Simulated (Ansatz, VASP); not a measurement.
**One calculation of InB2As3, two programs**

```
CELL_PARAMETERS angstrom
-1.80834 5.50194 2.66562
1.80834 -5.50194 2.66562
1.80834 5.50194 -2.66562
ATOMIC_POSITIONS crystal
B 0.67648 0.00321 0.67328
B 0.32993 0.00321 0.32672
As 0.47850 0.28530 0.19320
As 0.09209 0.28530 0.80680
As 0.66762 0.16762 0.50000
In 0.00538 0.00538 0.00000
```

Alike in both runs: task single point; functional PBE; k mesh 8 × 8 × 8; occupations fermi-dirac, width 0.02 eV; no spin polarisation.

|  | VASP | Ansatz |
| --- | --- | --- |
| version | VASP 6.6.1 | Ansatz 0.2.0 |
| potentials or method | VASP PAW PBE potentials, release 64 (B, As, In_d) | plane waves, PAW |
| plane-wave cutoff (eV) | 520 | 420 |
| valence electrons in the cell | 34 | 64 |

|  | VASP | Ansatz | Ansatz less VASP |
| --- | --- | --- | --- |
| pressure (GPa) | 2.2 | 1.9 | -0.29 |
| rms of the force components (eV/Å) | 0.064 | 0.067 | +0.0030 |

With one functional, cell and mesh, what is left measures potentials, basis and numerics. VASP's potentials hold 34 valence electrons a cell and Ansatz's 64, so a difference there can come from the potentials and not from the codes.
